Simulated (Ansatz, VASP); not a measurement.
## SnSe2 in VASP and in Ansatz

INCAR

```
PREC     = Accurate       # precision mode
ENCUT    = 520            # plane-wave cutoff, eV
EDIFF    = 1E-6           # SCF threshold, eV
ISMEAR   = 0              # smearing method
SIGMA    = 0.02           # smearing width, eV
LREAL    = F              # projectors in reciprocal space
LASPH    = T              # aspherical terms in the spheres
NELM     = 60             # most SCF steps
ALGO     = Normal         # electronic algorithm
ISIF     = 2              # what is computed and relaxed
LWAVE    = F              # write WAVECAR
LCHARG   = F              # write CHGCAR
LDIPOL   = T            
IDIPOL   = 3            
DIPOL    = 0.5 0.5 0.500
GGA      = PE             # functional
IVDW     = 12             # dispersion correction
NBANDS   = 20             # bands
```

The input KPOINTS:

```
Automatic mesh
0
Gamma
  9 9 1
```

Contents of POSCAR:

```
SnSe2
1.0
    3.9780000000      0.0000000000      0.0000000000
   -1.9890000000      3.4450490562      0.0000000000
    0.0000000000      0.0000000000     32.3737046298
Se Sn
2 1
Direct
    0.6666666667      0.3333333333      0.4544228868
    0.3333333333      0.6666666667      0.5455771132
    0.0000000000      0.0000000000      0.5000000000
```

Input for Ansatz:

```yaml
crystal:
  lattice:
    - [3.978, 0.0, 0.0]
    - [-1.989, 3.4450490562, 0.0]
    - [0.0, 0.0, 32.3737046298]
  atoms:
    - { symbol: Se, position: [0.6666666667, 0.3333333333, 0.4544228868] }
    - { symbol: Sn, position: [0.0, 0.0, 0.5] }
    - { symbol: Se, position: [0.3333333333, 0.6666666667, 0.5455771132] }
  periodic: [true, true, false]
basis:
  ecutwfc: 420
kpoints:
  mp_grid: { grid: [9, 9, 1] }
hamiltonian:
  xc: pbe
  dispersion: d3bj
scf:
  occupations: { method: gaussian, width: 0.02 }
output:
  forces: true
  stress: true
  eigenvalues: true
  write_density: true
  write_potential: true
  elf: true
  volumetric_format: npy
```

Alike in both runs: task single point; functional PBE; dispersion D3(BJ); k mesh 9 × 9 × 1; occupations gaussian, width 0.02 eV; no spin polarisation.

|  | VASP | Ansatz |
| --- | --- | --- |
| version | VASP 6.6.1 | Ansatz 0.2.0 |
| potentials or method | VASP PAW PBE potentials, release 64 (Se, Sn_d), cutoff 520 eV | scalar-relativistic, plane waves, PAW |
| valence electrons in the cell | 26 | 46 |

Ansatz gave:

- gap on the k mesh at the Fermi level (eV): 1.11
- least direct gap on the mesh (eV): 1.30
- rms of the force components (eV/Å): 0.296

Problem. What did VASP give for the same quantities?

Solution. gap on the k mesh at the Fermi level (eV): 1.11; least direct gap on the mesh (eV): 1.29; rms of the force components (eV/Å): 0.301.

VASP's potentials hold 26 valence electrons a cell and Ansatz's 46, so a difference there can come from the potentials and not from the codes.
